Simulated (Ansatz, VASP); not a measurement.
One calculation of C, two programs

File INCAR:

```
ALGO = Normal ; EDIFF = 1E-7
ENCUT = 520 ; GGA = PS
ISIF = 2 ; ISMEAR = 0
LASPH = True ; LCHARG = False
LREAL = False ; LWAVE = False
NBANDS = 11 ; NELM = 100
PREC = Accurate ; SIGMA = 0.05
```

File KPOINTS:

```
k-points
0
Gamma
  12 12 12
```

The input POSCAR:

```
C
1.0
    0.0000000000      1.9260720000      1.6407280000
    1.9260720000      0.0000000000      1.6407280000
    1.9260720000      1.9260720000      0.0000000000
C
2
Direct
    0.5000000000      0.5000000000      0.5000000000
    0.7500000000      0.7500000000      0.7500000000
```

Input for Ansatz:

```yaml
crystal:
  lattice:
    - [0.0, 1.926072, 1.640728]
    - [1.926072, 0.0, 1.640728]
    - [1.926072, 1.926072, 0.0]
  atoms:
    - { symbol: C, position: [0.5, 0.5, 0.5] }
    - { symbol: C, position: [0.75, 0.75, 0.75] }
basis:
  ecutwfc: 420
kpoints:
  mp_grid: { grid: [12, 12, 12] }
hamiltonian:
  xc: pbesol
scf:
  occupations: { method: gaussian, width: 0.05 }
output:
  forces: true
  stress: true
  eigenvalues: true
```

Change from the starting cell: strain +0.080 along x and y, -0.080 along z, atoms carried along.

Alike in both runs: task single point; functional PBEsol; k mesh 12 × 12 × 12; occupations gaussian, width 0.05 eV; no spin polarisation.

```csv
,VASP,Ansatz
version,VASP 6.6.1,Ansatz 0.2.0
potentials or method,"VASP PAW PBE potentials, release 64 (C), cutoff 520 eV","scalar-relativistic, plane waves, PAW"
valence electrons in the cell,8,8
```

```tsv
	VASP	Ansatz	Ansatz less VASP
gap on the k mesh at the Fermi level (eV)	0.26	0.26	+0.004
least direct gap on the mesh (eV)	3.04	3.04	+0.001
pressure (GPa)	-30.2	-30.8	-0.69
traceless stress, the component that is largest in VASP (GPa)	75.63	75.71	+0.074
```

VASP's potentials were made for PBE, not for PBEsol. Both programs put the cell under strong tension, so it lies far from rest at this level.

Noted on VASP's run: the cell as given lies far from equilibrium.
